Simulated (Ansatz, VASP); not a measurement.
# One calculation of H, two programs

File INCAR:

```
PREC = Accurate ; ENCUT = 520
EDIFF = 1E-6 ; ISMEAR = 0
SIGMA = 0.05 ; LREAL = False
LASPH = True ; NELM = 100
ALGO = Normal ; ISIF = 2
LWAVE = False ; LCHARG = False
NBANDS = 6
```

The input KPOINTS:

```
regular mesh
0
Gamma
  10 10 26
```

POSCAR

```
H
1.0
    2.7158797074      0.0000000000      0.0000000000
    0.0000000000      2.7158797074      0.0000000000
    0.0000000000      0.0000000000      0.9314682740
H
1
Direct
    0.0000000000      0.0000000000      0.5000000000
```

Input for Ansatz:

```yaml
crystal:
  lattice:
    - [2.7158797074, 0.0, 0.0]
    - [0.0, 2.7158797074, 0.0]
    - [0.0, 0.0, 0.931468274]
  atoms:
    - { symbol: H, position: [0.0, 0.0, 0.5] }
basis:
  ecutwfc: 420
kpoints:
  mp_grid: { grid: [10, 10, 26] }
hamiltonian:
  xc: lda
scf:
  occupations: { method: gaussian, width: 0.05 }
output:
  forces: true
  stress: true
  eigenvalues: true
```

Change from the starting cell: strain +0.025 along x and y, -0.050 along z, atoms carried along.

Alike in both runs: task single point; functional LDA; k mesh 10 × 10 × 26; occupations gaussian, width 0.05 eV; no spin polarisation.

```csv
,VASP,Ansatz
version,VASP 6.6.1,Ansatz 0.2.0
potentials or method,"VASP PAW LDA potentials, release 64 (H), cutoff 520 eV","scalar-relativistic, plane waves, PAW"
valence electrons in the cell,1,1
```

```tsv
	VASP	Ansatz	Ansatz less VASP
pressure (GPa)	7.1	7.2	+0.14
traceless stress, the component that is largest in VASP (GPa)	15.31	14.96	-0.344
```

LDA's correlation is that of Perdew and Zunger in VASP and of Perdew and Wang (1992) in Ansatz.
